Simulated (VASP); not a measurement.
Wanted: the native input for a VASP 6.6.1 run.

- Task: electric field gradients
- Functional: r2SCAN
- Potentials or basis: VASP PAW PBE potentials, release 64 (Mg, S)
- Cutoff: 520 eV
- k mesh: 3 × 3 × 3
- Occupations: methfessel-paxton, width 0.01 eV
- Spin: no spin polarisation
- Dipole correction: no
- Further INCAR settings: ALGO = Normal; EDIFF = 1e-08; NBANDS = 11

MgS:

```
CELL_PARAMETERS angstrom
-0.01436 2.75656 2.75507
2.87602 -0.10518 2.84589
2.79050 2.76185 -0.01966
ATOMIC_POSITIONS crystal
Mg 0.98214 0.00632 0.00416
S 0.72619 0.75525 0.76419
```

The input as run:

POSCAR

```
MgS
1.0
   -0.0143600000      2.7565600000      2.7550700000
    2.8760200000     -0.1051800000      2.8458900000
    2.7905000000      2.7618500000     -0.0196600000
Mg S
1 1
Direct
    0.9821400000      0.0063200000      0.0041600000
    0.7261900000      0.7552500000      0.7641900000
```

INCAR.step1

```
PREC = Accurate
ENCUT = 520
ISMEAR = 1
SIGMA = 0.01
LREAL = F
LASPH = T
NELM = 100
NBANDS = 11
GGA = PE
ALGO = Normal
EDIFF = 1E-4
LWAVE = T
LCHARG = F
```

INCAR.step2

```
PREC = Accurate
ENCUT = 520
EDIFF = 1E-8
ISMEAR = 1
SIGMA = 0.01
LREAL = F
LASPH = T
NELM = 100
ALGO = Normal
ISIF = 2
LWAVE = F
LCHARG = F
METAGGA = R2SCAN
LMIXTAU = T
LEFG = T
NBANDS = 11
ISTART = 1
```

KPOINTS

```
regular mesh
0
Gamma
  3 3 3
```

Potentials or basis: VASP PAW PBE potentials, release 64 (Mg, S).

Run with:

```console
$ cat potpaw_PBE.64/Mg/POTCAR potpaw_PBE.64/S/POTCAR > POTCAR
$ cp INCAR.step1 INCAR
$ mpirun -np 1 vasp_std > vasp.out
$ cp INCAR.step2 INCAR
$ mpirun -np 1 vasp_std > vasp.out
```

Results of the run:

```yaml
Pressure: 1.1 GPa
Largest_force: 0.391 eV/Å
Band_gap_on_the_k_mesh: 4.04 eV, direct
```

Caveat: the k points lie up to 0.65 Å⁻¹ apart; without QUAD_EFG the Cq values of the log hold for a quadrupole moment of 1 mb, not for the nuclei; the PAW data sets were made with another functional, which shifts forces and pressure a little.

Wall time 28 s on 1 thread of Intel(R) Xeon(R) Platinum 8488C (Sapphire Rapids), with other jobs on the host, peak memory 0.17 GiB.
